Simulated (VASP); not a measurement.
# Ta5Si (F-43m) in VASP: further runs

Ta5Si is run at these levels: PBE; tasks: single point.

Everything below comes from runs of VASP 6.6.1. Logs are shortened: lines on timing, memory, paths and dates and some standing lists are left out, and cuts for length are marked.

### 1 The cell of the first run

The structure is cubic, space group F-43m (No. 216). Conventional cell: a = 7.681 Å, b = 7.681 Å, c = 7.681 Å, α = 90.00°, β = 90.00°, γ = 90.00°. Within 3.3 Å of Ta (site symmetry 3m) lie 9 Ta at 2.51 to 3.16 Å and 3 Si at 3.21 Å. Ta (site symmetry -43m) has 12 Ta at 3.16 Å and 4 Si at 3.33 Å within 4.2 Å. Si (site symmetry -43m) has 16 Ta at 3.21 to 3.33 Å within 4.2 Å.

The cell was built from a structure type or drawn by symmetry, and may not be a known phase.

### 2 Single point, PBE

Input file INCAR:

```
PREC = Accurate
ENCUT = 520
EDIFF = 1E-7
ISMEAR = 0
SIGMA = 0.1
LREAL = False
LASPH = True
NELM = 80
ALGO = Normal
ISIF = 2
LWAVE = False
LCHARG = True
GGA = PE
LELF = True
LVHAR = True
NBANDS = 38
```

Input file KPOINTS:

```
Automatic mesh
0
Gamma
  4 4 4
```

Input file POSCAR:

```
Ta5Si
1.0
    0.0000000000      3.8407309300      3.8407309300
    3.8407309300      0.0000000000      3.8407309300
    3.8407309300      3.8407309300      0.0000000000
Ta Si
5 1
Direct
    0.1154093100      0.1154093100      0.1154093100
    0.1154093100      0.1154093100      0.6537720700
    0.1154093100      0.6537720700      0.1154093100
    0.6537720700      0.1154093100      0.1154093100
    0.7500000000      0.7500000000      0.7500000000
    0.5000000000      0.5000000000      0.5000000000
```

Potentials or basis: VASP PAW PBE potentials, release 64 (Ta_pv, Si).

Launch:

```console
> cat potpaw_PBE.64/Ta_pv/POTCAR potpaw_PBE.64/Si/POTCAR > POTCAR
> mpirun -np 1 vasp_std > vasp.out
```

OUTCAR:

```text
PREC = Accurate
   ENCUT = 520
   EDIFF = 1E-7
   ISMEAR = 0
   LREAL = False
   LASPH = True
   NELM = 80
   ISIF = 2
   GGA = PE

 ion  position               nearest neighbor table
   1  0.115  0.115  0.115-   2 2.51   3 2.51   4 2.51   4 2.92   3 2.92   2 2.92   5 3.16   5 3.16
                             5 3.16   6 3.21   6 3.21   6 3.21
   2  0.115  0.115  0.654-   1 2.51   3 2.51   4 2.51   3 2.92   4 2.92   1 2.92   5 3.16   5 3.16
                             5 3.16   6 3.21   6 3.21   6 3.21
   3  0.115  0.654  0.115-   1 2.51   2 2.51   4 2.51   4 2.92   2 2.92   1 2.92   5 3.16   5 3.16
                             5 3.16   6 3.21   6 3.21   6 3.21
   4  0.654  0.115  0.115-   1 2.51   2 2.51   3 2.51   3 2.92   2 2.92   1 2.92   5 3.16   5 3.16
                             5 3.16   6 3.21   6 3.21   6 3.21
   5  0.750  0.750  0.750-   2 3.16   3 3.16   4 3.16   1 3.16   1 3.16   1 3.16   3 3.16   2 3.16
                             4 3.16   4 3.16   2 3.16   3 3.16   6 3.33   6 3.33   6 3.33   6 3.33
   6  0.500  0.500  0.500-   2 3.21   3 3.21   2 3.21   4 3.21   3 3.21   4 3.21   1 3.21   1 3.21
                             1 3.21   2 3.21   3 3.21   4 3.21   5 3.33   5 3.33   5 3.33   5 3.33

  LATTYP: Found a face centered cubic cell.
 ALAT       =     7.6814618600

  Lattice vectors:

 A1 = (   0.0000000000,   3.8407309300,   3.8407309300)
 A2 = (   3.8407309300,   0.0000000000,   3.8407309300)
 A3 = (   3.8407309300,   3.8407309300,   0.0000000000)

Analysis of symmetry for initial positions (statically):
=====================================================================
 Subroutine PRICEL returns:
 Original cell was already a primitive cell.

 Routine SETGRP: Setting up the symmetry group for a
 face centered cubic supercell.

 Subroutine GETGRP returns: Found 24 space group operations
 (whereof 24 operations were pure point group operations)
 out of a pool of 48 trial point group operations.

The static configuration has the point symmetry T_d .

Analysis of symmetry for dynamics (positions and initial velocities):
=====================================================================
 Subroutine PRICEL returns:
 Original cell was already a primitive cell.

 Routine SETGRP: Setting up the symmetry group for a
 face centered cubic supercell.

 Subroutine GETGRP returns: Found 24 space group operations
 (whereof 24 operations were pure point group operations)
 out of a pool of 48 trial point group operations.

The dynamic configuration has the point symmetry T_d .

 Subroutine INISYM returns: Found 24 space group operations
 (whereof 24 operations are pure point group operations),
 and found     1 'primitive' translations

[... 90 lines left out ...]
   NFREE  =      0    steps in history (QN), initial steepest desc. (CG)
   ISIF   =      2    stress and relaxation
   ISYM   =      2    0-nonsym 1-usesym 2-fastsym
   POTIM  = 0.5000    time-step for ionic-motion
   TEBEG  =    0.0;   TEEND  =   0.0 temperature during run
   PSTRESS=    0.0 pullay stress
   NELECT =      59.0000    total number of electrons
   NUPDOWN=      -1.0000    fix difference up-down
   EMIN   =  10.00;   EMAX   =-10.00  energy-range for DOS
   EFERMI =   0.00;   METHOD = LEGACY
   ISMEAR =     0;   SIGMA  =   0.10  broadening in eV -4-tet -1-fermi 0-gaus
   EFERMI_NEDOS =   21; number of points for ismear=-14 and -15
   IALGO  =     38    algorithm
   IMIX   =      4    mixing-type and parameters
     AMIX     =   0.40;   BMIX     =  1.00
     AMIX_MAG =   1.60;   BMIX_MAG =  1.00
  volume/ion in A,a.u.               =      18.89       127.44
  Fermi-wavevector in a.u.,A,eV,Ry     =   1.317048  2.488860 23.600878  1.734616
  Thomas-Fermi vector in A             =   2.447117
   LORBIT       =      0    0 simple, 1 ext, 2 COOP (PROOUT), +10 PAW based schemes
   GGA     = PE    functional components
   LHFCALC =     F    Hartree Fock is set to
   AEXX    =    0.0000 exact exchange contribution
   IVDW    =     0    specifies the selected vdW correction
   LEPSILON=     F    determine dielectric tensor
   LRPA    =     F    only Hartree local field effects (RPA)
 non-spin polarized calculation
 Gauss-broadening in eV      SIGMA  =   0.10
  energy-cutoff  :      520.00
  volume of cell :      113.31
 maximum number of plane-waves:      3071
   NGX = 21   NGY = 21   NGZ = 21

 number of electron      59.0000002 magnetization

 Free energy of the ion-electron system (eV)
  ---------------------------------------------------
  ext. energy  EPLUGINS =         0.00000000
  ---------------------------------------------------
  free energy    TOTEN  =       -60.36443954 eV

  energy without entropy =      -60.31205645  energy(sigma->0) =      -60.33824799

 E-fermi :   5.7086     XC(G=0): -11.9166

 val. band max:        5.6679693941   @ k =   0.5000   0.5000   0.0000
 cond. band min:       5.7249118546   @ k =   0.2500   0.2500   0.0000
 fundamental gap:      0.0569424605
 Fermi energy:         5.7085549788

 k-point     1 :       0.0000    0.0000    0.0000
  band No.  band energies     occupation
      1     -29.8710      2.00000
      2     -28.9929      2.00000
      3     -28.9929      2.00000
      4     -28.9929      2.00000
      5     -28.6955      2.00000
      6     -28.6955      2.00000
[... 317 lines left out ...]
     37       8.5533      0.00000
     38       8.7419      0.00000

------------------------ aborting loop because EDIFF is reached ----------------------------------------

  FORCE on cell =-STRESS in cart. coord.  units (eV):
  Direction    XX          YY          ZZ          XY          YZ          ZX
  --------------------------------------------------------------------------------------
  -------------------------------------------------------------------------------------
  Total        4.2240593      4.2240593      4.2240593      0.0000000      0.0000000      0.0000000
  in kB       59.7267591     59.7267591     59.7267591      0.0000000      0.0000000      0.0000000
  external PRESSURE =      59.7267591 kB  Pullay stress =       0.0000000 kB

 VOLUME and BASIS-vectors are now :
 -----------------------------------------------------------------------------
  energy-cutoff  :      520.00
  volume of cell :      113.31
      direct lattice vectors                 reciprocal lattice vectors
     0.000000000  3.840730930  3.840730930    -0.130183553  0.130183553  0.130183553
     3.840730930  0.000000000  3.840730930     0.130183553 -0.130183553  0.130183553
     3.840730930  3.840730930  0.000000000     0.130183553  0.130183553 -0.130183553

 POSITION                                       TOTAL-FORCE (eV/Angst)
 -----------------------------------------------------------------------------------
      0.88651      0.88651      0.88651         3.544092      3.544092      3.544092
      2.95422      2.95422      0.88651        -3.544092     -3.544092      3.544092
      2.95422      0.88651      2.95422        -3.544092      3.544092     -3.544092
      0.88651      2.95422      2.95422         3.544092     -3.544092     -3.544092
      5.76110      5.76110      5.76110         0.000000      0.000000      0.000000
      3.84073      3.84073      3.84073         0.000000      0.000000      0.000000
 -----------------------------------------------------------------------------------
    total drift:                                0.000000      0.000000      0.000000

  FREE ENERGIE OF THE ION-ELECTRON SYSTEM (eV)
  ---------------------------------------------------
  free  energy   TOTEN  =       -60.3644395412 eV

  energy  without entropy=      -60.3120564459  energy(sigma->0) =      -60.33824799
```

OSZICAR:

```text
N       E                     dE             d eps       ncg     rms          rms(c)
DAV:   1     0.567334296598E+03    0.56733E+03   -0.31685E+04   608   0.155E+03
DAV:   2    -0.366629355071E+02   -0.60400E+03   -0.58961E+03   658   0.461E+02
DAV:   3    -0.630235074332E+02   -0.26361E+02   -0.25618E+02   816   0.834E+01
DAV:   4    -0.635742256628E+02   -0.55072E+00   -0.54551E+00   768   0.110E+01
DAV:   5    -0.635840231455E+02   -0.97975E-02   -0.97924E-02   798   0.144E+00    0.323E+01
DAV:   6    -0.615295774579E+02    0.20544E+01   -0.16364E+01   780   0.171E+01    0.171E+01
DAV:   7    -0.609671339480E+02    0.56244E+00   -0.11917E+01   800   0.123E+01    0.108E+01
DAV:   8    -0.603718796719E+02    0.59525E+00   -0.18189E+00   742   0.882E+00    0.105E+00
DAV:   9    -0.603661796330E+02    0.57000E-02   -0.14615E-01   762   0.230E+00    0.587E-01
DAV:  10    -0.603644536561E+02    0.17260E-02   -0.86154E-03   740   0.540E-01    0.319E-01
DAV:  11    -0.603644281008E+02    0.25555E-04   -0.12282E-03   760   0.191E-01    0.824E-02
DAV:  12    -0.603644426874E+02   -0.14587E-04   -0.15484E-04   728   0.563E-02    0.192E-02
DAV:  13    -0.603644410135E+02    0.16739E-05   -0.13550E-05   786   0.225E-02    0.914E-03
DAV:  14    -0.603644403813E+02    0.63222E-06   -0.22829E-06   840   0.781E-03    0.298E-03
DAV:  15    -0.603644397087E+02    0.67253E-06   -0.45816E-07   714   0.464E-03    0.928E-04
DAV:  16    -0.603644395261E+02    0.18262E-06   -0.18765E-08   424   0.806E-04    0.140E-04
DAV:  17    -0.603644395412E+02   -0.15037E-07   -0.33396E-09   412   0.326E-04
   1 F= -.60364440E+02 E0= -.60338248E+02  d E =-.523831E-01
```

stdout:

```text
POSCAR found type information on POSCAR TaSi
 POSCAR found :  2 types and       6 ions
 scaLAPACK will be used
 LDA part: xc-table for (Slater+PW92), standard interpolation
 POSCAR, INCAR and KPOINTS ok, starting setup
 FFT: planning ... GRIDC
 FFT: planning ... GRID_SOFT
 FFT: planning ... GRID
 WAVECAR not read
 entering main loop
```

Wall time 62 s (1 thread of Intel Xeon 8259CL, shared host); peak memory 0.25 GiB.

Results:

| Property | Result |
| --- | --- |
| Free energy | -60.3644 eV |
| Pressure | 6.0 GPa |
| Largest force | 6.139 eV/Å |
| Band gap on the k mesh | zero (an odd number of electrons rules out a gap without spin polarisation) |

Forces in eV/Å, atoms in the order of the input:
```
Ta   3.544  3.544  3.544
Ta  -3.544 -3.544  3.544
Ta  -3.544  3.544 -3.544
Ta   3.544 -3.544 -3.544
Ta   0.000  0.000  0.000
Si   0.000  0.000  0.000
```

Caveat: the cell stands under pressure; spin-orbit coupling is left out, which moves the levels of the heavy elements; forces of over 1 eV/Å act on the atoms, so gaps and moduli don't describe the material at rest.

### 3 Single point, PBE

This run uses another cell than the first one, of 18.73 Å³/atom.

Input file INCAR:

```
SYSTEM = Ta5Si
PREC     = Accurate       ! precision mode
ENCUT    = 520            ! plane-wave cutoff, eV
EDIFF    = 1E-6           ! SCF threshold, eV
ISMEAR   = 0              ! smearing method
SIGMA    = 0.1            ! smearing width, eV
LREAL    = .False.        ! projectors in reciprocal space
LASPH    = .True.         ! aspherical terms in the spheres
NELM     = 80             ! most SCF steps
ALGO     = Fast           ! electronic algorithm
ISIF     = 2              ! what is computed and relaxed
LWAVE    = .False.        ! write WAVECAR
LCHARG   = .False.        ! write CHGCAR
GGA      = PE             ! functional
NBANDS   = 38             ! bands
```

Input file KPOINTS:

```
regular mesh
0
Gamma
  4 4 4
  0 0 0
```

Input file POSCAR:

```
Ta5Si
1.0
    0.0000000000      3.8300772144      3.8300772144
    3.8300772144      0.0000000000      3.8300772144
    3.8300772144      3.8300772144      0.0000000000
Ta Si
5 1
Direct
    0.1243087201      0.1243087201      0.1243087201
    0.1243087201      0.1243087201      0.6270738397
    0.1243087201      0.6270738397      0.1243087201
    0.6270738397      0.1243087201      0.1243087201
    0.7500000000      0.7500000000      0.7500000000
    0.5000000000      0.5000000000      0.5000000000
```

Potentials or basis: VASP PAW PBE potentials, release 64 (Ta_pv, Si).

Launch:

```console
> cat potpaw_PBE.64/Ta_pv/POTCAR potpaw_PBE.64/Si/POTCAR > POTCAR
> mpirun -np 1 vasp_std > vasp.out
```

OUTCAR:

```text
SYSTEM = Ta5Si
   PREC = Accurate
   ENCUT = 520
   EDIFF = 1E-6
   ISMEAR = 0
   LREAL = .False.
   LASPH = .True.
   NELM = 80
   ISIF = 2
   GGA = PE

 ion  position               nearest neighbor table
   1  0.124  0.124  0.124-   2 2.69   3 2.69   4 2.69   4 2.72   3 2.72   2 2.72   5 3.17   5 3.17
                             5 3.17   6 3.18   6 3.18   6 3.18
   2  0.124  0.124  0.627-   1 2.69   3 2.69   4 2.69   3 2.72   4 2.72   1 2.72   5 3.17   5 3.17
                             5 3.17   6 3.18   6 3.18   6 3.18
   3  0.124  0.627  0.124-   1 2.69   2 2.69   4 2.69   4 2.72   2 2.72   1 2.72   5 3.17   5 3.17
[... 523 lines left out ...]
  -------------------------------------------------------------------------------------
  Total        0.1098131      0.1098131      0.1098131      0.0000000      0.0000000     -0.0000000
  in kB        1.5657135      1.5657135      1.5657135      0.0000000      0.0000000     -0.0000000
  external PRESSURE =       1.5657135 kB  Pullay stress =       0.0000000 kB

 VOLUME and BASIS-vectors are now :
 -----------------------------------------------------------------------------
  energy-cutoff  :      520.00
  volume of cell :      112.37
      direct lattice vectors                 reciprocal lattice vectors
     0.000000000  3.830077214  3.830077214    -0.130545671  0.130545671  0.130545671
     3.830077214  0.000000000  3.830077214     0.130545671 -0.130545671  0.130545671
     3.830077214  3.830077214  0.000000000     0.130545671  0.130545671 -0.130545671

 POSITION                                       TOTAL-FORCE (eV/Angst)
 -----------------------------------------------------------------------------------
      0.95222      0.95222      0.95222        -0.000685     -0.000685     -0.000685
      2.87785      2.87785      0.95222         0.000685      0.000685     -0.000685
      2.87785      0.95222      2.87785         0.000685     -0.000685      0.000685
      0.95222      2.87785      2.87785        -0.000685      0.000685      0.000685
      5.74512      5.74512      5.74512         0.000000      0.000000      0.000000
      3.83008      3.83008      3.83008         0.000000      0.000000      0.000000
 -----------------------------------------------------------------------------------
    total drift:                               -0.000000     -0.000000      0.000000

  FREE ENERGIE OF THE ION-ELECTRON SYSTEM (eV)
  ---------------------------------------------------
  free  energy   TOTEN  =       -61.7206504456 eV

  energy  without entropy=      -61.6596639066  energy(sigma->0) =      -61.69015718
```

OSZICAR:

```text
N       E                     dE             d eps       ncg     rms          rms(c)
DAV:   1     0.550542484542E+03    0.55054E+03   -0.32224E+04   608   0.156E+03
DAV:   2    -0.393163809455E+02   -0.58986E+03   -0.57596E+03   680   0.453E+02
DAV:   3    -0.639880913236E+02   -0.24672E+02   -0.23953E+02   770   0.815E+01
DAV:   4    -0.645755749696E+02   -0.58748E+00   -0.58279E+00   760   0.117E+01
DAV:   5    -0.645910513085E+02   -0.15476E-01   -0.15467E-01   826   0.160E+00    0.305E+01
RMM:   6    -0.625635158541E+02    0.20275E+01   -0.87181E+00   804   0.974E+00    0.157E+01
RMM:   7    -0.619009127396E+02    0.66260E+00   -0.20176E+00   653   0.649E+00    0.753E+00
RMM:   8    -0.617111086192E+02    0.18980E+00   -0.70045E-01   713   0.445E+00    0.698E-01
RMM:   9    -0.617197040728E+02   -0.85955E-02   -0.13616E-01   820   0.147E+00    0.604E-01
RMM:  10    -0.617202283084E+02   -0.52424E-03   -0.22412E-02   845   0.586E-01    0.347E-01
RMM:  11    -0.617206181532E+02   -0.38984E-03   -0.41145E-03   879   0.250E-01    0.122E-01
RMM:  12    -0.617206573068E+02   -0.39154E-04   -0.73968E-04   821   0.112E-01    0.263E-02
RMM:  13    -0.617206489213E+02    0.83855E-05   -0.15269E-04   810   0.553E-02    0.181E-02
RMM:  14    -0.617206496925E+02   -0.77121E-06   -0.36362E-05   813   0.281E-02    0.480E-03
RMM:  15    -0.617206504456E+02   -0.75314E-06   -0.83614E-06   650   0.129E-02
   1 F= -.61720650E+02 E0= -.61690157E+02  d E =-.609865E-01
```

It took 83 s on 1 thread of Intel Xeon 8259CL, shared host; peak memory 0.24 GiB.

Results:

```yaml
Free_energy: -61.7207 eV
Pressure: 0.2 GPa
Band_gap_on_the_k_mesh: zero (an odd number of electrons rules out a gap without spin polarisation)
```

Caveat: spin-orbit coupling is left out, which moves the levels of the heavy elements.
